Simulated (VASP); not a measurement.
The system is La.

```xyz
4
Lattice="3.7727 0.0000 0.0000 -1.8863 3.2673 0.0000 0.0000 0.0000 12.1127" Properties=species:S:1:pos:R:3 pbc="T T T"
La    0.0000    0.0000    0.0000
La   -1.8863    3.2673    6.0564
La    0.0000    2.1782    9.0845
La    1.8863    1.0891    3.0282
```

Base run:

| Property | Result |
| --- | --- |
| Program | VASP 6.6.1 |
| Functional | PBE |
| Potentials or basis | VASP PAW PBE potentials, release 64 (La) |
| Cutoff | 520 eV |
| k mesh | 10 × 10 × 3 |
| Occupations | gaussian, width 1 eV |
| Spin | no spin polarisation |

Its results: band gap on the k mesh zero (bands 22 and 23 overlap by 1.27 eV); pressure 1.6 GPa.

Task: The run is repeated on the same cell with these changes: occupations from gaussian, width 1 eV to methfessel-paxton, width 0.1 eV. What comes out?

Result: Band gap on the k mesh zero (bands 22 and 23 overlap by 1.21 eV); pressure 0.1 GPa.

Caveats: spin-orbit coupling is left out, which moves the levels of the heavy elements; the highest band is partly filled, so the run has too few bands (at least some runs); so wide a smearing shifts energies and pressures (at least some runs).
